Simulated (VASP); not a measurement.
# Si (a cell with a defect) in VASP: notebook, part 3 of 4

VASP 6.6.1. Earlier steps stand in the parts before.

**5. Single point, PBE+D3(BJ), collinear spin**

The input, INCAR:

```
ALGO = Normal ; EDIFF = 1E-7
ENCUT = 520 ; GGA = PE
ISIF = 2 ; ISMEAR = 0
ISPIN = 2 ; IVDW = 12
LASPH = True ; LCHARG = False
LORBIT = 11 ; LREAL = Auto
LUSENCCL = False ; LWAVE = False
MAGMOM = 0 0 0 0 0 0 0 0 0 0 0 0.13 0 0 0 0 0 0 0 0 0 0 0 0 0 0 0 0 0 0 0 0 0 0 0.11 0 0 0 0 0 0 0 0 0 0 0 0 0 0 0 0 0 0 0 0 0 0 0 0 0 0 0 0 ; NBANDS = 167
NELECT = 251.0 ; NELM = 150
PREC = Accurate ; SIGMA = 0.02
```

The input, KPOINTS:

```
k-points
0
Gamma
  1 1 1
```

The input, POSCAR:

```
Si
1.0
   10.8600000000      0.0000000000      0.0000000000
    0.0000000000     10.8600000000      0.0000000000
    0.0000000000      0.0000000000     10.8600000000
Si
63
Direct
    0.5013147330     -0.0116197053      0.0088531308
    0.6252297422      0.1239121547      0.1262186004
    0.7512413444      0.2495796501     -0.0014030387
    0.8726326888      0.3780139042      0.1268913444
    0.7506885820      0.0005745856      0.2507402394
    0.8752853591      0.1261488029      0.3764626151
    0.0020260589     -0.0014213628      0.0019691529
    0.1290126151      0.1210122468      0.1273512891
    0.2523268877      0.2473456722      0.0024274401
    0.3755541436      0.3751051565      0.1257137201
    0.5010462247      0.4985086556     -0.0004501842
    0.6153809392      0.6354513812      0.1220193370
    0.7521464088      0.7490534070     -0.0008561694
    0.8751899632      0.8748232044      0.1256385820
    0.2553941989     -0.0069668508      0.2515474217
    0.3750938306      0.1250302947      0.3759825967
    0.4998411602      0.2492512891      0.2499803867
    0.6235465009      0.3769895948      0.3739334254
    0.7433676796      0.5064019337      0.2487607735
    0.8729319521      0.6259722836      0.3742748619
    0.4997302947      0.0000421731      0.4998281768
    0.6258544199      0.1254465009      0.6242675875
    0.7498319521      0.2520781768      0.4992928177
    0.8751493554      0.3752292818      0.6257580110
    0.7501519337      0.0020569061      0.7507230203
    0.8773489871      0.1242224678      0.8764471455
    0.0009143646      0.4986318600     -0.0015922652
    0.1259989871      0.6252427256      0.1268275322
    0.2566547882      0.7482207182      0.0052663904
    0.4737491713      0.7790511971      0.2176007366
    0.0006218232      0.2491825046      0.2497910681
    0.1244324125      0.3746848987      0.3761151934
    0.2499613260      0.4996566298      0.2507025783
    0.3734622468      0.6368832413      0.3637048803
    0.6151206262      0.8769450276      0.3651930018
   -0.0003486188      0.0011651934      0.5012714549
    0.1262209024      0.1244232965      0.6266879374
    0.2493781768      0.2502509208      0.5009239411
    0.3750671271      0.3777148250      0.6247236648
    0.4984279006      0.5058514733      0.4934549724
    0.6243860037      0.6255795580      0.6222283610
    0.7448941068      0.7512792818      0.4943257827
    0.8728273481      0.8757895028      0.6247813996
    0.2514438306     -0.0011452118      0.7521076427
    0.3766078269      0.1186387661      0.8817112339
    0.5007220994      0.2477092081      0.7507911602
    0.6258386740      0.3739186004      0.8745569061
    0.7493604972      0.5001248619      0.7484483425
    0.8760908840      0.6235713628      0.8744598527
   -0.0000113260      0.7500150092      0.2504847145
    0.1240170350      0.8749897790      0.3768282689
   -0.0016222836      0.4998910681      0.4991560773
    0.1252325967      0.6240151934      0.6241747698
    0.2502944751      0.7504193370      0.4998252302
    0.3753001842      0.8749656538      0.6256078269
    0.0006899632      0.2492796501      0.7499960405
    0.1265506446      0.3721395028      0.8767485267
    0.2480987109      0.4996706262      0.7510894107
    0.3774536832      0.6249202578      0.8760192449
    0.5008689687      0.7494219153      0.7489991713
    0.6261301105      0.8730809392      0.8754305709
    0.0012573665      0.7483383978      0.7498637201
    0.1293103131      0.8742135359      0.8797913444
```

Command:

```bash
$ cat potpaw_PBE.64/Si/POTCAR > POTCAR
$ mpirun -np 1 vasp_gam > vasp.out
```

Run time: 1.8 min. Hardware: 1 × NVIDIA H100 80GB with 1 thread of AMD EPYC 7R13 (Zen 3), shared host; peak memory 1.9 GiB.

The run converged. Its results:

```yaml
Free_energy: -358.0743 eV
Largest_force: 0.433 eV/Å
Net_moment: 1.00 μB per cell
Site_moments: Si +0.04, +0.00, +0.01, -0.00, +0.02, +0.15 (each value once) μB
Valence_electrons_inside_the_program's_atomic_spheres: Si 1.62, 1.68, 1.67, 1.70, 1.69, 1.64, 1.56, 1.65, 1.66 (each value once)
Dispersion_energy_per_atom: -0.317 eV
```

Forces in eV/Å, atoms in the order of the input:
```
Si  -0.025  0.019 -0.031
Si  -0.018 -0.014  0.002
Si  -0.012 -0.007  0.001
Si  -0.006  0.002 -0.004
Si  -0.001  0.002  0.005
Si  -0.002  0.005 -0.008
Si  -0.011  0.007 -0.001
Si  -0.040  0.039 -0.012
Si  -0.003  0.005  0.000
Si  -0.004  0.003 -0.001
Si  -0.002  0.003  0.002
Si   0.049 -0.047 -0.001
Si   0.001 -0.001  0.001
Si  -0.006  0.003 -0.001
Si  -0.075  0.065 -0.022
Si  -0.007 -0.007 -0.013
Si  -0.008 -0.003 -0.003
Si  -0.003 -0.003  0.000
Si   0.018 -0.019  0.008
Si   0.002  0.004 -0.003
Si  -0.008 -0.003 -0.013
Si  -0.015  0.001 -0.010
Si   0.001 -0.009  0.001
Si  -0.005  0.003 -0.005
Si  -0.014 -0.003  0.004
Si  -0.010  0.003 -0.006
Si   0.000  0.008 -0.001
Si   0.009  0.021  0.001
Si  -0.041  0.018 -0.047
Si   0.273 -0.246  0.230
Si  -0.013  0.019  0.004
Si   0.001  0.010 -0.007
Si   0.004  0.006  0.001
Si   0.008 -0.018  0.012
Si   0.019 -0.006  0.013
Si  -0.003 -0.004 -0.003
Si  -0.004  0.006 -0.008
Si   0.002 -0.002 -0.008
Si  -0.007  0.006 -0.001
Si   0.002 -0.014  0.009
Si  -0.004  0.004 -0.004
Si   0.010 -0.003  0.007
Si  -0.013  0.007 -0.002
Si  -0.003  0.004 -0.010
Si  -0.013  0.008 -0.009
Si   0.002  0.006 -0.004
Si  -0.009  0.005 -0.004
Si   0.000  0.001  0.002
Si   0.001  0.009 -0.007
Si  -0.002  0.006  0.003
Si   0.000  0.010 -0.007
Si   0.006  0.001  0.003
Si   0.006  0.014 -0.013
Si   0.009  0.010 -0.016
Si  -0.002  0.002 -0.010
Si   0.002  0.002  0.000
Si  -0.002  0.013 -0.005
Si  -0.001  0.014  0.000
Si   0.004  0.019  0.011
Si  -0.001  0.002 -0.005
Si  -0.012 -0.003  0.012
Si  -0.005  0.001 -0.009
Si  -0.019  0.017 -0.017
```

Levels at points of the mesh, in eV from the Fermi level:
Spin up:
```
           k point  band 124  band 125  band 126  band 127  band 128  band 129
(0.00, 0.00, 0.00)     -0.81     -0.73     -0.05      0.05      0.12      0.27
```
Spin down:
| k point | band 122 | band 123 | band 124 | band 125 | band 126 | band 127 | band 128 | band 129 |
| --- | --- | --- | --- | --- | --- | --- | --- | --- |
| (0.00, 0.00, 0.00) | -1.53 | -0.78 | -0.74 | -0.71 | 0.08 | 0.16 | 0.22 | 0.28 |

Caveat: the k points lie up to 0.58 Å⁻¹ apart; the cell carries a net charge on a neutralising background, which shifts energy and pressure; the cell is charged against a uniform background, so pressure and absolute levels hang on convention.

**6. Single point, PBE+D3(BJ), collinear spin**

The input, INCAR:

```
PREC = Accurate ; ENCUT = 520
EDIFF = 1E-7 ; ISMEAR = 0
SIGMA = 0.02 ; LREAL = Auto
LASPH = T ; NELM = 150
ALGO = Normal ; ISIF = 2
LWAVE = F ; LCHARG = F
ISPIN = 2 ; MAGMOM = 0 0 0 0 0 0 0 0 0 0 0 0.13 0 0 0 0 0 0 0 0 0 0 0 0 0 0 0 0 0 0 0 0 0 0 0.11 0 0 0 0 0 0 0 0 0 0 0 0 0 0 0 0 0 0 0 0 0 0 0 0 0 0 0 0
LORBIT = 11 ; GGA = PE
IVDW = 12 ; NELECT = 251.0
NBANDS = 167 ; LUSENCCL = F
```

The input, KPOINTS:

```
regular mesh
0
Gamma
  1 1 1
```

The input, POSCAR:

```
Si
1.0
   10.8600000000      0.0000000000      0.0000000000
    0.0000000000     10.8600000000      0.0000000000
    0.0000000000      0.0000000000     10.8600000000
Si
63
Direct
    0.5015204420     -0.0100503683      0.0101216390
    0.6253528545      0.1259715470      0.1240929098
    0.7509314917      0.2505616022     -0.0017356354
    0.8745975138      0.3755212707      0.1250465009
    0.7490302947      0.0004961326      0.2482767956
    0.8744228361      0.1265216390      0.3764729282
    0.0017670350     -0.0009139963      0.0005725599
    0.1311743094      0.1189706262      0.1258418969
    0.2508768877      0.2484759669      0.0003911602
    0.3750289134      0.3754205341      0.1244167587
    0.5000549724      0.4994662983     -0.0018222836
    0.6197842541      0.6297647330      0.1231436464
    0.7503327808      0.7502011050     -0.0014466851
    0.8744743094      0.8751190608      0.1246431860
    0.2597772560     -0.0091185083      0.2527072744
    0.3737409761      0.1275232044      0.3756373849
    0.4997296501      0.2504792818      0.2492764273
    0.6235092081      0.3772902394      0.3729375691
    0.7467545120      0.5034732044      0.2475901473
    0.8726437385      0.6271744015      0.3726751381
    0.4977057090      0.0010717311      0.4988788214
    0.6269347145      0.1251755064      0.6239955801
    0.7489933702      0.2525810313      0.4984941068
    0.8743178637      0.3759061694      0.6249095764
    0.7500652855      0.0009537753      0.7506192449
    0.8767395028      0.1251941068      0.8754217311
   -0.0003770718      0.4995697053     -0.0015514733
    0.1244652855      0.6251040516      0.1240976980
    0.2614042357      0.7488729282      0.0109430939
    0.4045107735      0.8472516575      0.1598232044
    0.0028789134      0.2476660221      0.2480245856
    0.1236256906      0.3760823204      0.3765838858
    0.2499199816      0.5011225599      0.2480372928
    0.3731584715      0.6333177716      0.3682768877
    0.6145685083      0.8768802026      0.3665196133
   -0.0012964088      0.0012697974      0.5004872007
    0.1251686004      0.1248151013      0.6264550645
    0.2486451197      0.2515313076      0.5005302947
    0.3736994475      0.3769061694      0.6247875691
    0.4991220074      0.5052733886      0.4942507366
    0.6238085635      0.6265645488      0.6227435543
    0.7439156538      0.7514953039      0.4932652855
    0.8728174033      0.8760740331      0.6243497238
    0.2505025783     -0.0003152855      0.7524337017
    0.3761108656      0.1200777164      0.8806922652
    0.5006521179      0.2478800184      0.7499076427
    0.6259438306      0.3749384899      0.8735983425
    0.7493063536      0.5012488029      0.7480925414
    0.8752861878      0.6245756906      0.8737535912
   -0.0000578269      0.7506872007      0.2492197053
    0.1230654696      0.8765402394      0.3754546041
   -0.0026352670      0.5016325046      0.4983600368
    0.1249310313      0.6233958564      0.6238523941
    0.2495964088      0.7527095764      0.4986586556
    0.3743277164      0.8760155617      0.6257508287
    0.0000740331      0.2503313996      0.7490556169
    0.1248711786      0.3737501842      0.8754767035
    0.2491816759      0.5004653775      0.7506380295
    0.3754248619      0.6256519337      0.8752510129
    0.4999113260      0.7504375691      0.7491712707
    0.6246999079      0.8748784530      0.8752768877
    0.0026310313      0.7500176796      0.7499775322
    0.1306233886      0.8739342541      0.8812061694
```

Potentials or basis: VASP PAW PBE potentials, release 64 (Si).

Command:

```bash
$ cat potpaw_PBE.64/Si/POTCAR > POTCAR
$ mpirun -np 1 vasp_gam > vasp.out
```

OUTCAR:

```text
PREC = Accurate
   ENCUT = 520
   EDIFF = 1E-7
   ISMEAR = 0
   LREAL = Auto
   LASPH = T
   NELM = 150
   ISIF = 2
   ISPIN = 2
   LORBIT = 11
   GGA = PE
   IVDW = 12
   NELECT = 251.0
 IVDW          = 12

 ion  position               nearest neighbor table
   1  0.502  0.990  0.010-  61 2.34   2 2.35  45 2.41  30 2.48
   2  0.625  0.126  0.124-   5 2.34   1 2.35  17 2.35   3 2.36
   3  0.751  0.251  0.998-  47 2.35  26 2.35   4 2.35   2 2.36
   4  0.875  0.376  0.125-   3 2.35  27 2.36  19 2.37  31 2.38
   5  0.749  0.000  0.248-   2 2.34  14 2.35  35 2.36   6 2.38
   6  0.874  0.127  0.376-  23 2.34  36 2.34  31 2.37   5 2.38
   7  0.002  0.999  0.001-  63 2.34   8 2.35  14 2.35  26 2.36
   8  0.131  0.119  0.126-   7 2.35   9 2.35  31 2.38  15 2.40
   9  0.251  0.248  0.000-  45 2.34   8 2.35  10 2.35  57 2.36
  10  0.375  0.375  0.124-  33 2.35  17 2.35   9 2.35  11 2.35
  11  0.500  0.499  0.998-  59 2.34  47 2.35  12 2.35  10 2.35
  12  0.620  0.630  0.123-  11 2.35  13 2.36  19 2.37
  13  0.750  0.750  0.999-  61 2.34  14 2.35  49 2.35  12 2.36
  14  0.874  0.875  0.125-   5 2.35  50 2.35  13 2.35   7 2.35
  15  0.260  0.991  0.253-  16 2.35  51 2.35   8 2.40  30 2.43
  16  0.374  0.128  0.376-  21 2.34  38 2.34  15 2.35  17 2.35
  17  0.500  0.250  0.249-  18 2.35  10 2.35   2 2.35  16 2.35
[... 44 lines left out ...]
  62  0.003  0.750  0.750-  53 2.35  49 2.36  43 2.39  63 2.40
  63  0.131  0.874  0.881-   7 2.34  44 2.35  62 2.40  29 2.42

  LATTYP: Found a simple cubic cell.
 ALAT       =    10.8600000000

  Lattice vectors:

 A1 = (  10.8600000000,   0.0000000000,   0.0000000000)
 A2 = (   0.0000000000,  10.8600000000,   0.0000000000)
 A3 = (   0.0000000000,   0.0000000000,  10.8600000000)

Analysis of symmetry for initial positions (statically):
=====================================================================
 Subroutine PRICEL returns:
 Original cell was already a primitive cell.

 Routine SETGRP: Setting up the symmetry group for a
 simple cubic supercell.

 Subroutine GETGRP returns: Found  1 space group operations
[... 427 lines left out ...]

 spin component 2

 k-point     1 :       0.0000    0.0000    0.0000
  band No.  band energies     occupation
      1      -6.1726      1.00000
      2      -5.1373      1.00000
      3      -5.1189      1.00000
      4      -5.1111      1.00000
      5      -5.1062      1.00000
      6      -5.0908      1.00000
[... 129 lines left out ...]
    136       6.9022      0.00000
    137       6.9480      0.00000
 [bands above 137 left out]

------------------------ aborting loop because EDIFF is reached ----------------------------------------

 Edisp (eV)  -19.96483

 E6    (eV) :   -11.6890

 E8    (eV) :    -8.2759

  FORCE on cell =-STRESS in cart. coord.  units (eV):
  Direction    XX          YY          ZZ          XY          YZ          ZX
  --------------------------------------------------------------------------------------
  -------------------------------------------------------------------------------------
  Total     -16.63010   -15.69090   -16.73996    -1.35689     4.82173    -4.58666
  in kB     -20.80252   -19.62768   -20.93994    -1.69733     6.03148    -5.73744
  external pressure =      -20.46 kB  Pullay stress =        0.00 kB

 VOLUME and BASIS-vectors are now :
 -----------------------------------------------------------------------------
  energy-cutoff  :      520.00
  volume of cell :     1280.82
      direct lattice vectors                 reciprocal lattice vectors
    10.860000000  0.000000000  0.000000000     0.092081031  0.000000000  0.000000000
     0.000000000 10.860000000  0.000000000     0.000000000  0.092081031  0.000000000
     0.000000000  0.000000000 10.860000000     0.000000000  0.000000000  0.092081031

 POSITION                                       TOTAL-FORCE (eV/Angst)
 -----------------------------------------------------------------------------------
      5.44651     10.75085      0.10992        -0.013657     -0.013587      0.020118
      6.79133      1.36805      1.34765        -0.001790     -0.007995     -0.008809
      8.15512      2.72110     10.84115         0.003443     -0.001233      0.017357
      9.49813      4.07816      1.35800         0.016140     -0.013562     -0.006157
      8.13447      0.00539      2.69629        -0.010470     -0.018425     -0.007370
      9.49623      1.37402      4.08850        -0.009988     -0.006799      0.000926
[... 55 lines left out ...]
      0.02857      8.14519      8.14476         0.010681     -0.004531     -0.000197
      1.41857      9.49093      9.56990        -0.007838     -0.002207     -0.004664
 -----------------------------------------------------------------------------------
    total drift:                               -0.003177      0.018114     -0.000309

  FREE ENERGIE OF THE ION-ELECTRON SYSTEM (eV)
  ---------------------------------------------------
  free  energy   TOTEN  =      -358.0623637959 eV

  energy  without entropy=     -358.0623483515  energy(sigma->0) =     -358.06235607

 total charge

# of ion       s       p       d       tot
------------------------------------------
    1        0.746   0.907   0.000   1.654
    2        0.740   0.957   0.000   1.697
    3        0.739   0.955   0.000   1.694
    4        0.743   0.936   0.000   1.680
    5        0.743   0.942   0.000   1.685
    6        0.744   0.940   0.000   1.684
[... 55 lines left out ...]
   62        0.747   0.925   0.000   1.672
   63        0.744   0.926   0.000   1.670
--------------------------------------------------
tot         46.843  59.142   0.000 105.986

 magnetization (x)

# of ion       s       p       d       tot
------------------------------------------
    1       -0.000   0.000   0.000   0.000
    2        0.001   0.000   0.000   0.001
    3       -0.000   0.001   0.000   0.001
    4        0.002   0.011   0.000   0.012
    5        0.000   0.000   0.000   0.000
    6        0.000   0.002   0.000   0.002
[... 55 lines left out ...]
   62        0.000   0.004   0.000   0.005
   63        0.000  -0.000   0.000   0.000
--------------------------------------------------
tot          0.068   0.310   0.000   0.377
```

OSZICAR:

```text
N       E                     dE             d eps       ncg     rms          rms(c)
DAV:   1     0.123711935797E+04    0.12371E+04   -0.10835E+05   668   0.132E+03
DAV:   2    -0.175630324970E+03   -0.14127E+04   -0.13281E+04   874   0.213E+02
[... 11 lines left out ...]
DAV:  14    -0.338097521010E+03   -0.30348E-04   -0.38906E-05   792   0.120E-02    0.115E-02
DAV:  15    -0.338097527333E+03   -0.63227E-05   -0.56041E-06   800   0.509E-03    0.720E-03
DAV:  16    -0.338097528925E+03   -0.15921E-05   -0.29323E-06   792   0.351E-03    0.261E-03
DAV:  17    -0.338097529310E+03   -0.38457E-06   -0.52441E-07   680   0.146E-03    0.158E-03
DAV:  18    -0.338097529687E+03   -0.37703E-06   -0.83268E-08   432   0.627E-04    0.858E-04
DAV:  19    -0.338097529685E+03    0.16026E-08   -0.62058E-08   424   0.555E-04
   1 F= -.35806236E+03 E0= -.35806236E+03  d E =-.154444E-04  mag=     1.0000
```

Wall time 1.8 min (1 × NVIDIA H100 80GB with 1 thread of AMD EPYC 7R13 (Zen 3), shared host); peak memory 1.9 GiB.

What came out:

* Free energy: -358.0624 eV
* Largest force: 0.505 eV/Å
* Net moment: 1.00 μB per cell
* Site moments: Si +0.00, +0.01, -0.00, +0.16, +0.02 (each value once) μB
* Valence electrons inside the program's atomic spheres: Si 1.65, 1.70, 1.69, 1.68, 1.67, 1.55, 1.62 (each value once)
* Dispersion energy per atom: -0.317 eV

Forces in eV/Å, atoms in the order of the input:
```
Si  -0.014 -0.014  0.020
Si  -0.002 -0.008 -0.009
Si   0.003 -0.001  0.017
Si   0.016 -0.014 -0.006
Si  -0.010 -0.018 -0.007
Si  -0.010 -0.007  0.001
Si   0.000 -0.006  0.007
Si  -0.003  0.002 -0.005
Si   0.008  0.000  0.008
Si   0.007 -0.001  0.006
Si   0.008 -0.003  0.011
Si   0.057 -0.067  0.026
Si  -0.002 -0.001  0.013
Si  -0.001 -0.009  0.005
Si  -0.011  0.012  0.001
Si  -0.004 -0.002 -0.005
Si  -0.003 -0.009 -0.006
Si   0.002 -0.007 -0.005
Si   0.040 -0.041  0.006
Si   0.004 -0.001 -0.003
Si  -0.006 -0.009 -0.006
Si  -0.001 -0.016 -0.009
Si   0.000 -0.004  0.002
Si  -0.002  0.003 -0.002
Si  -0.003 -0.020  0.012
Si  -0.006 -0.001  0.001
Si   0.007  0.001  0.016
Si   0.013  0.008 -0.003
Si   0.009  0.014  0.018
Si  -0.299  0.318 -0.254
Si   0.016 -0.018 -0.006
Si   0.003  0.003  0.001
Si   0.023  0.013 -0.007
Si   0.028 -0.028  0.041
Si   0.006 -0.030  0.025
Si   0.006 -0.015  0.000
Si   0.002 -0.004 -0.001
Si   0.015 -0.001  0.003
Si   0.000  0.001  0.005
Si   0.003 -0.016  0.013
Si   0.002  0.000  0.005
Si   0.016 -0.006  0.013
Si  -0.001  0.003  0.001
Si   0.010 -0.008  0.008
Si   0.002  0.005 -0.002
Si   0.004 -0.012  0.001
Si  -0.006 -0.002  0.002
Si   0.003 -0.002  0.012
Si  -0.004  0.003  0.005
Si   0.008  0.002 -0.004
Si   0.003  0.001 -0.007
Si   0.006  0.001  0.001
Si   0.015 -0.003 -0.007
Si   0.016  0.010 -0.010
Si   0.000 -0.001  0.006
Si   0.006 -0.005  0.003
Si   0.000  0.000  0.002
Si   0.020  0.006  0.016
Si   0.006  0.011  0.019
Si  -0.002  0.003  0.007
Si  -0.005 -0.004  0.012
Si   0.011 -0.005  0.000
Si  -0.008 -0.002 -0.005
```

Levels at points of the mesh, in eV from the Fermi level:
Spin up:
| k point | band 124 | band 125 | band 126 | band 127 | band 128 | band 129 |
| --- | --- | --- | --- | --- | --- | --- |
| (0.00, 0.00, 0.00) | -0.81 | -0.73 | -0.05 | 0.05 | 0.13 | 0.27 |
Spin down:
```csv
k point,band 122,band 123,band 124,band 125,band 126,band 127,band 128,band 129
"(0.00, 0.00, 0.00)",-1.51,-0.79,-0.75,-0.71,0.08,0.15,0.23,0.28
```

Caveat: the k points lie up to 0.58 Å⁻¹ apart; the cell carries a net charge on a neutralising background, which shifts energy and pressure; the cell is charged against a uniform background, so pressure and absolute levels hang on convention.

(Part 3 of 4 ends here.)
